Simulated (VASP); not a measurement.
Wanted: the native input for a VASP 6.6.1 run.

- Task: relaxation of cell and atoms
- Functional: PBE
- Potentials or basis: VASP PAW PBE potentials, release 64 (Ho_3, Si, I), 4f in core
- Cutoff: 500 eV
- k mesh: 4 × 8 × 4
- Occupations: gaussian, width 0.1 eV
- Spin: no spin polarisation
- Dipole correction: no
- Further INCAR settings: ALGO = Normal; EDIFF = 1e-07; IBRION = 2; EDIFFG = -0.01; NSW = 100; ISIF = 3

The structure of HoSiI4 lies in POSCAR:

```
HoSiI4
1.0
    7.3708418663      0.0000000000      0.0000000000
    0.0000000000      4.2611843430      0.0000000000
   -0.9722950803      0.0000000000      7.6000372831
Ho Si I
1 1 4
Direct
    0.5000000000      0.5000000000      0.5000000000
    0.0000000000      0.0000000000      0.0000000000
    0.2640346297      0.0000000000      0.6367525576
    0.7445904224      0.5000000000      0.8598093709
    0.2554095776      0.5000000000      0.1401906291
    0.7359653703      0.0000000000      0.3632474424
```

The cell was generated, and may not be a known phase.

These files were run (other wordings do the same):

INCAR

```
SYSTEM = HoSiI4
PREC     = Accurate       ! precision mode
ENCUT    = 500            ! plane-wave cutoff, eV
EDIFF    = 1E-7           ! SCF threshold, eV
ISMEAR   = 0              ! smearing method
SIGMA    = 0.1            ! smearing width, eV
LREAL    = .False.        ! projectors in reciprocal space
LASPH    = .True.         ! aspherical terms in the spheres
NELM     = 200            ! most SCF steps
ALGO     = Normal         ! electronic algorithm
ISIF     = 3              ! what is computed and relaxed
LWAVE    = .False.        ! write WAVECAR
LCHARG   = .False.        ! write CHGCAR
GGA      = PE             ! functional
IBRION   = 2              ! ionic algorithm
NSW      = 100            ! ionic steps
EDIFFG   = -0.01          ! ionic threshold
GGA_COMPAT= .False.      
NELMIN   = 4            
LMAXMIX  = 6              ! l up to which the mixer works
```

KPOINTS

```
regular mesh
0
Gamma
  4 8 4
  0 0 0
```

Potentials or basis: VASP PAW PBE potentials, release 64 (Ho_3, Si, I), 4f in core.

Launch:

```console
$ cat potpaw_PBE.64/Ho_3/POTCAR potpaw_PBE.64/Si/POTCAR potpaw_PBE.64/I/POTCAR > POTCAR
$ mpirun -np 1 vasp_std > vasp.out
```

It gave:

| Quantity | Value |
| --- | --- |
| Relaxed volume | 44.60 Å³/atom |
| Relaxed cell | a = 8.608 Å, b = 4.300 Å, c = 7.984 Å, α = 90.00°, β = 115.10°, γ = 90.00° |
| Space group after relaxing (to 0.1 Å) | P2/m (No. 10) |
| Energy gained by relaxing | 10.3 meV/atom |
| Ionic steps | 49 |
| Pressure after relaxing | 0.0 GPa |
| Largest force after relaxing | 0.009 eV/Å |
| Band gap on the k mesh | zero (an odd number of electrons rules out a gap without spin polarisation) |

Caveat: a cell axis changed by over 15 % at a fixed basis, so the end point is rough; spin-orbit coupling is left out, which moves the levels of the heavy elements; the 4f electrons are frozen in the core, so they carry no moment and show no levels; an odd number of electrons without spin polarisation forces a metal; a magnetic or distorted state may lie lower; the run has no spin polarisation, though such a crystal can be magnetic.

Run time: 110 min on 1 thread of Intel(R) Xeon(R) Platinum 8488C (Sapphire Rapids) (shared host), peak memory 0.51 GiB.
